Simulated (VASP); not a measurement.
A run of VASP 6.6.1 is set up as follows.

The input POSCAR:

```
Mo
1.0
   -1.5474350000      1.5474350000      1.5945650000
    1.5474350000     -1.5474350000      1.5945650000
    1.5474350000      1.5474350000     -1.5945650000
Mo
1
Direct
    0.0000000000      0.0000000000      0.0000000000
```

The input INCAR.step1:

```
SYSTEM = Mo
PREC = Accurate
ENCUT = 520
ISMEAR = 0
SIGMA = 0.15
LREAL = .FALSE.
LASPH = .TRUE.
NELM = 60
NBANDS = 13
GGA = PE
ALGO = Normal
EDIFF = 1E-4
LWAVE = .TRUE.
LCHARG = .FALSE.
```

The input INCAR.step2:

```
SYSTEM = Mo
PREC = Accurate
ENCUT = 520
EDIFF = 1E-6
ISMEAR = 0
SIGMA = 0.15
LREAL = .FALSE.
LASPH = .TRUE.
NELM = 60
ALGO = Normal
ISIF = 2
LWAVE = .FALSE.
LCHARG = .FALSE.
METAGGA = R2SCAN
LMIXTAU = .TRUE.
NBANDS = 13
ISTART = 1
```

The input KPOINTS:

```
regular mesh
0
G
  22 22 22
  0 0 0
```

Potentials or basis: VASP PAW PBE potentials, release 64 (Mo_sv).

Run with:

```sh
$ cat potpaw_PBE.64/Mo_sv/POTCAR > POTCAR
$ cp INCAR.step1 INCAR
$ mpirun -np 1 vasp_std > vasp.out
$ cp INCAR.step2 INCAR
$ mpirun -np 1 vasp_std > vasp.out
```

Question: Estimate the pressure.

Answer: 8.2 GPa.

Question: Predict the band gap on the k mesh.

Answer: Zero (band 7 reaches 17.14 eV, above the bottom of band 8 at 11.68 eV).

Stress tensor (GPa, compression positive):
```
11.52  0.00  0.00
 0.00 11.52  0.00
 0.00  0.00  1.43
```

Caveat: the cell differs from its parent crystal (strain -0.015 along x and y, +0.015 along z); the PAW data sets were made with another functional, which shifts forces and pressure a little.
